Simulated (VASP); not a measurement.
# Si (I4/mmm) in VASP: notebook

Runs on Si. Level: LDA. Tasks: single point.

All numbers are computed with VASP 6.6.1; they aren't measurements. Logs are shortened: lines on timing, memory, paths and dates and some standing lists are left out, and cuts for length are marked.

## (1) The cell of the first run

The structure is tetragonal, space group I4/mmm (No. 139). The conventional cell has a = 6.603 Å, b = 6.603 Å, c = 3.931 Å, α = 90.00°, β = 90.00°, γ = 90.00°. Within 3.1 Å of Si (site symmetry m2m) lie 4 Si at 2.36 to 2.37 Å.

## (2) Single point, LDA (strain +0.000 along x and y, +0.030 along z)

INCAR reads:

```
SYSTEM = Si
  ALGO = Normal
  EDIFF = 1E-6
  ENCUT = 520
  GGA = CA
  ISIF = 2
  ISMEAR = 0
  LASPH = .TRUE.
  LCHARG = .FALSE.
  LREAL = .FALSE.
  LWAVE = .FALSE.
  NBANDS = 16
  NELM = 60
  PREC = Accurate
  SIGMA = 0.03
```

KPOINTS reads:

```
k-points
0
G
  10 10 10
  0 0 0
```

POSCAR reads:

```
Si
1.0
   -3.3012718576      3.3012718576      1.9656158956
    3.3012718576     -3.3012718576      1.9656158956
    3.3012718576      3.3012718576     -1.9656158956
Si
4
Direct
    0.1788433299      0.1788433299      0.3576866598
    0.8211566701      0.8211566701      0.6423133402
    0.1788433299      0.8211566701      0.0000000000
    0.8211566701      0.1788433299      0.0000000000
```

Potentials or basis: VASP PAW LDA potentials, release 64 (Si).

Launch:

```
> cat potpaw_LDA.64/Si/POTCAR > POTCAR
> mpirun -np 1 vasp_std > vasp.out
```

OUTCAR:

```text
SYSTEM = Si
   EDIFF = 1E-6
   ENCUT = 520
   GGA = CA
   ISIF = 2
   ISMEAR = 0
   LASPH = .TRUE.
   LREAL = .FALSE.
   NELM = 60
   PREC = Accurate

 ion  position               nearest neighbor table
   1  0.179  0.179  0.358-   3 2.36   4 2.36   2 2.37   2 2.37
   2  0.821  0.821  0.642-   3 2.36   4 2.36   1 2.37   1 2.37
   3  0.179  0.821  0.000-   1 2.36   2 2.36   4 2.37   4 2.37
   4  0.821  0.179  0.000-   1 2.36   2 2.36   3 2.37   3 2.37

  LATTYP: Found a body centered tetragonal cell.
 ALAT       =     6.6025437152
 C/A-ratio  =     0.5954117020

  Lattice vectors:

 A1 = (  -3.3012718576,   3.3012718576,   1.9656158956)
 A2 = (   3.3012718576,  -3.3012718576,   1.9656158956)
 A3 = (   3.3012718576,   3.3012718576,  -1.9656158956)

Analysis of symmetry for initial positions (statically):
=====================================================================
 Subroutine PRICEL returns:
 Original cell was already a primitive cell.

 Routine SETGRP: Setting up the symmetry group for a
 body centered tetragonal supercell.

 Subroutine GETGRP returns: Found 16 space group operations
 (whereof 16 operations were pure point group operations)
 out of a pool of 16 trial point group operations.

The static configuration has the point symmetry D_4h.

Analysis of symmetry for dynamics (positions and initial velocities):
=====================================================================
 Subroutine PRICEL returns:
 Original cell was already a primitive cell.

 Routine SETGRP: Setting up the symmetry group for a
 body centered tetragonal supercell.

 Subroutine GETGRP returns: Found 16 space group operations
 (whereof 16 operations were pure point group operations)
 out of a pool of 16 trial point group operations.

The dynamic configuration has the point symmetry D_4h.

 Subroutine INISYM returns: Found 16 space group operations
 (whereof 16 operations are pure point group operations),
 and found     1 'primitive' translations

----------------------------------------------------------------------------------------

                                     Primitive cell

[... 91 lines left out ...]
   LASPH  =      T    aspherical Exc in radial PAW
   ENCUT  =  520.0 eV  38.22 Ry    6.18 a.u.   9.42  9.42  9.42*2*pi/ulx,y,z
   NELM   =     60;   NELMIN=  2; NELMDL= -5     # of ELM steps
   EDIFF  = 0.1E-05   stopping-criterion for ELM
   LREAL  =      F    real-space projection
   EDIFFG = 0.1E-04   stopping-criterion for IOM
   NSW    =      0    number of steps for IOM
   IBRION =     -1    ionic relax: 0-MD 1-quasi-New 2-CG
   NFREE  =      0    steps in history (QN), initial steepest desc. (CG)
   ISIF   =      2    stress and relaxation
   ISYM   =      2    0-nonsym 1-usesym 2-fastsym
   POTIM  = 0.5000    time-step for ionic-motion
   TEBEG  =    0.0;   TEEND  =   0.0 temperature during run
   PSTRESS=    0.0 pullay stress
   NELECT =      16.0000    total number of electrons
   NUPDOWN=      -1.0000    fix difference up-down
   EMIN   =  10.00;   EMAX   =-10.00  energy-range for DOS
   EFERMI =   0.00;   METHOD = LEGACY
   ISMEAR =     0;   SIGMA  =   0.03  broadening in eV -4-tet -1-fermi 0-gaus
   EFERMI_NEDOS =   21; number of points for ismear=-14 and -15
   IALGO  =     38    algorithm
   IMIX   =      4    mixing-type and parameters
     AMIX     =   0.40;   BMIX     =  1.00
     AMIX_MAG =   1.60;   BMIX_MAG =  1.00
  volume/ion in A,a.u.               =      21.42       144.56
  Fermi-wavevector in a.u.,A,eV,Ry     =   0.935710  1.768235 11.912614  0.875552
  Thomas-Fermi vector in A             =   2.062645
   LORBIT       =      0    0 simple, 1 ext, 2 COOP (PROOUT), +10 PAW based schemes
   GGA     = CA    functional components
   LHFCALC =     F    Hartree Fock is set to
   AEXX    =    0.0000 exact exchange contribution
   IVDW    =     0    specifies the selected vdW correction
   LEPSILON=     F    determine dielectric tensor
   LRPA    =     F    only Hartree local field effects (RPA)
 non-spin polarized calculation
 Gauss-broadening in eV      SIGMA  =   0.03
  energy-cutoff  :      520.00
  volume of cell :       85.69
 maximum number of plane-waves:      2339
 NGX is ok and might be reduce to    40
   NGX = 19   NGY = 19   NGZ = 19

 number of electron      16.0000000 magnetization

 Free energy of the ion-electron system (eV)
  ---------------------------------------------------
  ext. energy  EPLUGINS =         0.00000000
  ---------------------------------------------------
  free energy    TOTEN  =       -23.33443741 eV

  energy without entropy =      -23.33438427  energy(sigma->0) =      -23.33441084

 E-fermi :   5.3464     XC(G=0):  -9.2799

 val. band max:        5.3027977830   @ k =   0.5000   0.5000   0.5000
 cond. band min:       5.3512549255   @ k =   0.5000   0.5000   0.5000
 fundamental gap:      0.0484571425
 Fermi energy:         5.3463602191

 k-point     1 :       0.0000    0.0000    0.0000
  band No.  band energies     occupation
      1      -6.6890      2.00000
      2      -2.2787      2.00000
      3      -0.2438      2.00000
      4      -0.2438      2.00000
      5       1.5575      2.00000
      6       3.7058      2.00000
[... 433 lines left out ...]
      3      -1.8262      2.00000
      4       0.2347      2.00000
      5       1.1535      2.00000
      6       2.3560      2.00000
[... 8 lines left out ...]
     15      11.3377      0.00000
     16      11.6830      0.00000

 [... further k-points ...]

------------------------ aborting loop because EDIFF is reached ----------------------------------------

  FORCE on cell =-STRESS in cart. coord.  units (eV):
  Direction    XX          YY          ZZ          XY          YZ          ZX
  --------------------------------------------------------------------------------------
  -------------------------------------------------------------------------------------
  Total       -0.3835515     -0.3835515     -3.1499484      0.0000000      0.0000000      0.0000000
  in kB       -7.1715507     -7.1715507    -58.8969496      0.0000000      0.0000000      0.0000000
  external PRESSURE =     -24.4133504 kB  Pullay stress =       0.0000000 kB

 VOLUME and BASIS-vectors are now :
 -----------------------------------------------------------------------------
  energy-cutoff  :      520.00
  volume of cell :       85.69
      direct lattice vectors                 reciprocal lattice vectors
    -3.301271858  3.301271858  1.965615896     0.000000000  0.151456778  0.254373197
     3.301271858 -3.301271858  1.965615896     0.151456778  0.000000000  0.254373197
     3.301271858  3.301271858 -1.965615896     0.151456778  0.151456778  0.000000000

 POSITION                                       TOTAL-FORCE (eV/Angst)
 -----------------------------------------------------------------------------------
      1.18082      1.18082     -0.00000         0.187692      0.187692     -0.000000
      2.12045      2.12045      1.96562        -0.187692     -0.187692     -0.000000
      2.12045     -2.12045      1.96562        -0.187692      0.187692      0.000000
     -2.12045      2.12045      1.96562         0.187692     -0.187692     -0.000000
 -----------------------------------------------------------------------------------
    total drift:                               -0.000000     -0.000000      0.000000

  FREE ENERGIE OF THE ION-ELECTRON SYSTEM (eV)
  ---------------------------------------------------
  free  energy   TOTEN  =       -23.3344374072 eV

  energy  without entropy=      -23.3343842709  energy(sigma->0) =      -23.33441084
```

OSZICAR:

```text
N       E                     dE             d eps       ncg     rms          rms(c)
DAV:   1     0.218740788291E+02    0.21874E+02   -0.58156E+03  3264   0.808E+02
DAV:   2    -0.220619726951E+02   -0.43936E+02   -0.39808E+02  4376   0.115E+02
DAV:   3    -0.239068354719E+02   -0.18449E+01   -0.18307E+01  4512   0.225E+01
DAV:   4    -0.239313502916E+02   -0.24515E-01   -0.24511E-01  4112   0.335E+00
DAV:   5    -0.239318747636E+02   -0.52447E-03   -0.52445E-03  4536   0.465E-01    0.693E+00
DAV:   6    -0.235070486893E+02    0.42483E+00   -0.20805E-01  3728   0.222E+00    0.412E+00
DAV:   7    -0.233348677371E+02    0.17218E+00   -0.32624E-01  3928   0.270E+00    0.457E-01
DAV:   8    -0.233343249529E+02    0.54278E-03   -0.37716E-02  3784   0.108E+00    0.240E-01
DAV:   9    -0.233344591359E+02   -0.13418E-03   -0.22783E-03  4352   0.276E-01    0.105E-01
DAV:  10    -0.233344349459E+02    0.24190E-04   -0.46401E-04  4120   0.114E-01    0.368E-02
DAV:  11    -0.233344398646E+02   -0.49187E-05   -0.35835E-05  4336   0.324E-02    0.187E-02
DAV:  12    -0.233344375756E+02    0.22889E-05   -0.96489E-06  3992   0.166E-02    0.398E-03
DAV:  13    -0.233344374072E+02    0.16845E-06   -0.15449E-06  3160   0.670E-03
   1 F= -.23334437E+02 E0= -.23334411E+02  d E =-.531363E-04
```

Run time: 3.4 min. Hardware: 1 thread of Intel Xeon 8259CL, shared host; peak memory 0.25 GiB.

What came out:

| Quantity | Value |
| --- | --- |
| Free energy | -23.3344 eV |
| Pressure | -2.4 GPa |
| Largest force | 0.265 eV/Å |
| Band gap on the k mesh | zero (filled and empty bands touch) |

Forces in eV/Å, atoms in the order of the input:
```
Si   0.188  0.188  0.000
Si  -0.188 -0.188  0.000
Si  -0.188  0.188  0.000
Si   0.188 -0.188  0.000
```

Levels at points of the mesh, in eV from the Fermi level:
| k point | band 6 | band 7 | band 8 | band 9 | band 10 | band 11 |
| --- | --- | --- | --- | --- | --- | --- |
| (0.00, 0.00, 0.00) | -1.64 | -1.64 | -0.65 | 1.12 | 1.43 | 1.43 |
| (0.50, 0.00, 0.00) | -3.53 | -2.44 | -1.35 | 0.76 | 2.38 | 2.97 |
| (0.50, 0.50, 0.00) | -2.20 | -1.80 | -1.79 | 1.24 | 1.59 | 1.86 |
| (0.50, 0.50, 0.50) | -0.31 | -0.04 | 0.00 | 0.00 | 2.80 | 3.68 |

Caveat: the cell differs from its parent crystal (strain +0.000 along x and y, +0.030 along z); the stress differs along the axes, from -6 to -1 GPa; semilocal functionals underestimate gaps, and a narrow one can read as zero.

## (3) Single point, LDA (strain -0.030 along x and y, -0.030 along z)

INCAR reads:

```
PREC = Accurate
ENCUT = 520
EDIFF = 1E-6
ISMEAR = 0
SIGMA = 0.03
LREAL = F
LASPH = T
NELM = 60
ALGO = Normal
ISIF = 2
LWAVE = F
LCHARG = T
GGA = CA
LELF = T
LVHAR = T
NBANDS = 16
```

KPOINTS reads:

```
Automatic mesh
0
Gamma
  10 10 10
```

POSCAR reads:

```
Si
1.0
   -3.2022337019      3.2022337019      1.8511139988
    3.2022337019     -3.2022337019      1.8511139988
    3.2022337019      3.2022337019     -1.8511139988
Si
4
Direct
    0.1788433299      0.1788433299      0.3576866598
    0.8211566701      0.8211566701      0.6423133402
    0.1788433299      0.8211566701      0.0000000000
    0.8211566701      0.1788433299      0.0000000000
```

Potentials or basis: VASP PAW LDA potentials, release 64 (Si).

Launch:

```
> cat potpaw_LDA.64/Si/POTCAR > POTCAR
> mpirun -np 1 vasp_std > vasp.out
```

Wall time 2.8 min (1 thread of Intel Xeon 8259CL, shared host); peak memory 0.22 GiB.

Results (log left out):

| Item | Value |
| --- | --- |
| Free energy | -23.1718 eV |
| Pressure | 9.9 GPa |
| Largest force | 0.137 eV/Å |
| Band gap on the k mesh | zero (bands 8 and 9 overlap by 0.11 eV) |

Forces in eV/Å, atoms in the order of the input:
```
Si   0.097  0.097  0.000
Si  -0.097 -0.097  0.000
Si  -0.097  0.097  0.000
Si   0.097 -0.097  0.000
```

Stress tensor (GPa, compression positive):
```
 9.71  0.00  0.00
 0.00  9.71  0.00
 0.00  0.00 10.27
```

Levels at points of the mesh, in eV from the Fermi level:
| k point | band 4 | band 5 | band 6 | band 7 | band 8 | band 9 | band 10 | band 11 | band 12 | band 13 |
| --- | --- | --- | --- | --- | --- | --- | --- | --- | --- | --- |
| (0.00, 0.00, 0.00) | -5.81 | -4.16 | -1.53 | -1.53 | -0.57 | 1.33 | 1.85 | 1.85 | 2.34 | 2.34 |
| (0.50, 0.00, 0.00) | -6.37 | -4.79 | -3.85 | -2.60 | -1.47 | 0.64 | 2.52 | 2.95 | 3.46 | 4.52 |
| (0.50, 0.50, 0.00) | -5.03 | -3.14 | -2.13 | -2.08 | -1.70 | 1.65 | 1.89 | 1.98 | 4.24 | 4.46 |
| (0.50, 0.50, 0.50) | -5.63 | -3.16 | -0.12 | 0.10 | 0.10 | 0.24 | 3.73 | 4.10 | 4.62 | 4.66 |

Caveat: the cell differs from its parent crystal (strain -0.030 along x and y, -0.030 along z); the cell stands under pressure; semilocal functionals underestimate gaps, and a narrow one can read as zero.

## (4) Single point, LDA (strain -0.030 along x and y, -0.015 along z)

INCAR reads:

```
SYSTEM = Si
PREC = Accurate
ENCUT = 520
EDIFF = 1E-7
ISMEAR = 0
SIGMA = 0.03
LREAL = .False.
LASPH = .True.
NELM = 60
ALGO = Normal
ISIF = 2
LWAVE = .False.
LCHARG = .False.
GGA = CA
NBANDS = 16
```

KPOINTS reads:

```
regular mesh
0
Gamma
  10 10 10
  0 0 0
```

POSCAR reads:

```
Si
1.0
   -3.2022337019      3.2022337019      1.8797394730
    3.2022337019     -3.2022337019      1.8797394730
    3.2022337019      3.2022337019     -1.8797394730
Si
4
Direct
    0.1788433299      0.1788433299      0.3576866598
    0.8211566701      0.8211566701      0.6423133402
    0.1788433299      0.8211566701      0.0000000000
    0.8211566701      0.1788433299      0.0000000000
```

Launch:

```
> cat potpaw_LDA.64/Si/POTCAR > POTCAR
> mpirun -np 1 vasp_std > vasp.out
```

It took 3.1 min on 1 thread of Intel Xeon 8259CL, shared host; peak memory 0.22 GiB.

Results (log left out):

```
Free energy            : -23.2311 eV
Pressure               : 7.9 GPa
Largest force          : 0.352 eV/Å
Band gap on the k mesh : zero (bands 8 and 9 overlap by 0.09 eV)
```

Forces in eV/Å, atoms in the order of the input:
```
Si   0.249  0.249  0.000
Si  -0.249 -0.249  0.000
Si  -0.249  0.249  0.000
Si   0.249 -0.249  0.000
```

Stress tensor (GPa, compression positive):
```
8.94 0.00 0.00
0.00 8.94 0.00
0.00 0.00 5.95
```

Levels at points of the mesh, in eV from the Fermi level:
```tsv
k point	band 5	band 6	band 7	band 8	band 9	band 10	band 11	band 12
(0.00, 0.00, 0.00)	-4.14	-1.64	-1.64	-0.63	1.17	1.82	1.82	2.25
(0.50, 0.00, 0.00)	-4.75	-3.84	-2.62	-1.44	0.65	2.53	2.96	3.46
(0.50, 0.50, 0.00)	-3.10	-2.25	-2.01	-1.81	1.48	1.74	1.96	4.25
(0.50, 0.50, 0.50)	-3.29	-0.20	0.05	0.09	0.09	3.82	3.97	4.51
```

Caveat: the cell differs from its parent crystal (strain -0.030 along x and y, -0.015 along z); the cell stands under pressure; semilocal functionals underestimate gaps, and a narrow one can read as zero.

## (5) Overview

| cell | gap on the mesh (eV) | pressure (GPa) | largest force (eV/Å) |
| --- | --- | --- | --- |
| a = 5.066 Å, angles 98.7, 98.7, 134.3°, 4 atoms | none | -2.4 | 0.27 |
| a = 4.892 Å, angles 98.2, 98.2, 135.5°, 4 atoms | none | 9.9 | 0.14 |
| a = 4.903 Å, angles 98.5, 98.5, 134.9°, 4 atoms | none | 7.9 | 0.35 |

Alike in all rows: task single point; level LDA; potentials or basis VASP PAW LDA potentials, release 64 (Si); no spin polarisation; k mesh 10 × 10 × 10; cutoff (eV) 520; smearing gaussian 0.03 eV.

Caveats: semilocal functionals underestimate gaps, and a narrow one can read as zero; the cell stands under pressure (at least some runs); the stress differs along the axes, from -6 to -1 GPa (at least some runs).

Absolute energies hang on the potentials; compare differences alone.

The gap in the log of VASP goes by the Fermi energy; the results here count the filled bands.